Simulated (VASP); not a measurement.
A run of VASP 6.6.1:

The input POSCAR:

```
PtSe2
1.0
    3.7286503665      0.0000000000      0.0000000000
   -1.8643251832      3.2291059392      0.0000000000
    0.0000000000      0.0000000000      5.2771565994
Pt Se
1 2
Direct
    0.0000000000      0.0000000000      0.0000000000
    0.3333333333      0.6666666667      0.2462188979
    0.6666666667      0.3333333333      0.7537811021
```

The input INCAR.step1:

```
SYSTEM = PtSe2
PREC = Accurate
ENCUT = 520
ISMEAR = -1
SIGMA = 0.02
LREAL = .False.
LASPH = .True.
NELM = 80
NBANDS = 18
GGA = PE
ALGO = Normal
EDIFF = 1E-4
LWAVE = .True.
LCHARG = .False.
```

File INCAR.step2:

```
SYSTEM = PtSe2
PREC = Accurate
ENCUT = 520
EDIFF = 1E-6
ISMEAR = -1
SIGMA = 0.02
LREAL = .False.
LASPH = .True.
NELM = 80
ALGO = Normal
ISIF = 2
LWAVE = .False.
LCHARG = .False.
METAGGA = R2SCAN
LMIXTAU = .True.
NBANDS = 18
ISTART = 1
```

Contents of KPOINTS:

```
Automatic mesh
0
Gamma
  12 12 6
  0 0 0
```

Potentials or basis: VASP PAW PBE potentials, release 64 (Pt, Se).

Run with:

```bash
$ cat potpaw_PBE.64/Pt/POTCAR potpaw_PBE.64/Se/POTCAR > POTCAR
$ cp INCAR.step1 INCAR
$ mpirun -np 1 vasp_std > vasp.out
$ cp INCAR.step2 INCAR
$ mpirun -np 1 vasp_std > vasp.out
```

Hardware: 1 thread of Intel(R) Xeon(R) Platinum 8259CL CPU @ 2.50GHz (Skylake/Cascade Lake) (shared host).

Q: How long does it take, and how much memory?

A: It took 6.5 min on 1 thread of Intel(R) Xeon(R) Platinum 8259CL CPU @ 2.50GHz (Skylake/Cascade Lake), on a shared host, peak memory 0.26 GiB. Counts: k points 100.
